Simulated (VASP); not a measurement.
Wanted: the native input for a VASP 6.6.1 run.

```yaml
Task: single point
Functional: LDA
Potentials_or_basis: VASP PAW LDA potentials, release 64 (Te, Mo_sv)
Cutoff: 520 eV
k_mesh: 12 × 12 × 2
Occupations: gaussian, width 0.05 eV
Spin: no spin polarisation
Dipole_correction: no
Further_INCAR_settings: ALGO = Normal; EDIFF = 1e-06; NBANDS = 20
```

The structure of Te2Mo lies in POSCAR:

```
Te2Mo
1.0
    3.5602328140      0.0000000000      0.0000000000
   -1.7801164070      3.0832520603      0.0000000000
    0.0000000000      0.0000000000     17.5240578200
Te Mo
2 1
Direct
    0.3363907139      0.6727814278      0.8969185657
    0.3363907139      0.6727814278      0.1012076657
    0.0000000000      0.0000000000      0.0000000000
```

This cell differs from its parent crystal: all Te atoms moved -0.025 Å, as atom 1 towards its neighbour atom 3 (Mo) at 2.726 Å.

These files were run (other wordings do the same):

INCAR

```
SYSTEM = Te2Mo
PREC = Accurate
ENCUT = 520
EDIFF = 1E-6
ISMEAR = 0
SIGMA = 0.05
LREAL = .False.
LASPH = .True.
NELM = 80
ALGO = Normal
ISIF = 2
LWAVE = .False.
LCHARG = .True.
GGA = CA
LELF = .True.
LVHAR = .True.
NBANDS = 20
```

KPOINTS

```
regular mesh
0
Gamma
  12 12 2
  0 0 0
```

Potentials or basis: VASP PAW LDA potentials, release 64 (Te, Mo_sv).

Run with:

```console
$ cat potpaw_LDA.64/Te/POTCAR potpaw_LDA.64/Mo_sv/POTCAR > POTCAR
$ mpirun -np 1 vasp_std > vasp.out
```

It gave:

```yaml
Largest_force: 0.548 eV/Å
Band_gap_on_the_k_mesh: 1.04 eV, direct
```

Caveat: the cell differs from its parent crystal (all Te atoms moved -0.025 Å, as atom 1 towards its neighbour atom 3 (Mo) at 2.726 Å); spin-orbit coupling is left out, which moves the levels of the heavy elements.

Run time: 9.8 min on 1 thread of AMD EPYC 7R13 (shared host), peak memory 0.45 GiB.
